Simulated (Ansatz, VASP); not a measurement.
Two plane-wave programs on BaTiO3

POSCAR

```
BaTiO3
1.0
    3.9951440287      0.0000000000      0.0000000000
    0.0000000000      2.8424767306      2.8480072403
    0.0000000000     -2.8424767306      2.8480072403
Ba Ti O
1 1 3
Direct
    0.0000000000      0.0044061011      0.0044061011
    0.5000000000      0.5135753575      0.5135753575
    0.0000000000      0.3761326327      0.4552889536
    0.5000000000      0.4954342957      0.9880908444
    0.5000000000      0.9880908444      0.4954342957
```

INCAR.step1

```
ALGO     = Normal         # electronic algorithm
EDIFF    = 1E-4           # SCF threshold, eV
ENCUT    = 520            # plane-wave cutoff, eV
GGA      = PE             # functional
ISMEAR   = 0              # smearing method
LASPH    = T              # aspherical terms in the spheres
LCHARG   = F              # write CHGCAR
LDAU     = T              # DFT+U
LDAUJ    = 0 0 0        
LDAUL    = -1 2 -1        # shell
LDAUTYPE = 2            
LDAUU    = 0 4 0          # U, eV
LMAXMIX  = 4              # l up to which the mixer works
LREAL    = F              # projectors in reciprocal space
LWAVE    = T              # write WAVECAR
NBANDS   = 28             # bands
NELM     = 150            # most SCF steps
PREC     = Accurate       # precision mode
SIGMA    = 0.05           # smearing width, eV
```

The input INCAR.step2:

```
ALGO     = Normal         # electronic algorithm
EDIFF    = 1E-6           # SCF threshold, eV
ENCUT    = 520            # plane-wave cutoff, eV
ISIF     = 2              # what is computed and relaxed
ISMEAR   = 0              # smearing method
ISTART   = 1            
LASPH    = T              # aspherical terms in the spheres
LCHARG   = F              # write CHGCAR
LDAU     = T              # DFT+U
LDAUJ    = 0 0 0        
LDAUL    = -1 2 -1        # shell
LDAUPRINT= 1            
LDAUTYPE = 2            
LDAUU    = 0 4 0          # U, eV
LMAXMIX  = 4              # l up to which the mixer works
LMIXTAU  = T            
LREAL    = F              # projectors in reciprocal space
LWAVE    = F              # write WAVECAR
METAGGA  = R2SCAN         # meta-GGA
NBANDS   = 28             # bands
NELM     = 150            # most SCF steps
PREC     = Accurate       # precision mode
SIGMA    = 0.05           # smearing width, eV
```

KPOINTS

```
k-points
0
Gamma
  6 6 6
```

Input for Ansatz:

```yaml
crystal:
  lattice:
    - [3.9951440287, 0.0, 0.0]
    - [0.0, 2.8424767306, 2.8480072403]
    - [0.0, -2.8424767306, 2.8480072403]
  atoms:
    - { symbol: Ba, position: [0.0, 0.0044061011, 0.0044061011] }
    - { symbol: Ti, position: [0.5, 0.5135753575, 0.5135753575] }
    - { symbol: O, position: [0.0, 0.3761326327, 0.4552889536] }
    - { symbol: O, position: [0.5, 0.4954342957, 0.9880908444] }
    - { symbol: O, position: [0.5, 0.9880908444, 0.4954342957] }
basis:
  ecutwfc: 500
kpoints:
  mp_grid: { grid: [6, 6, 6] }
hamiltonian:
  xc: r2scan
  hubbard: { sites: [{ species: Ti, l: d, u_eff: 4.0 }] }
scf:
  occupations: { method: gaussian, width: 0.05 }
output:
  forces: true
  stress: true
  eigenvalues: true
```

Alike in both runs: task single point; functional r2SCAN; k mesh 6 × 6 × 6; occupations gaussian, width 0.05 eV; no spin polarisation; Hubbard terms Ti d U = 4.0 eV.

```csv
,VASP,Ansatz
version,VASP 6.6.1,Ansatz 0.2.0
potentials or method,"VASP PAW PBE potentials, release 64 (Ba_sv, Ti_sv, O), cutoff 520 eV","scalar-relativistic, plane waves, PAW"
valence electrons in the cell,40,40
```

|  | VASP | Ansatz | Ansatz less VASP |
| --- | --- | --- | --- |
| gap on the k mesh at the Fermi level (eV) | 2.67 | 2.69 | +0.017 |
| least direct gap on the mesh (eV) | 3.13 | 3.12 | -0.014 |
| pressure (GPa) | 5.9 | 1.7 | -4.12 |
| traceless stress, the component that is largest in VASP (GPa) | 4.45 | 3.30 | -1.156 |
| rms of the force components (eV/Å) | 1.236 | 1.167 | -0.0682 |

VASP's potentials were made for PBE, not for r2SCAN. The programs project onto different local orbitals, so the same U acts differently, and such runs can settle in different states. Atom by atom the forces differ by 0.215 eV/Å (rms over components).

Spin-orbit coupling is off throughout.
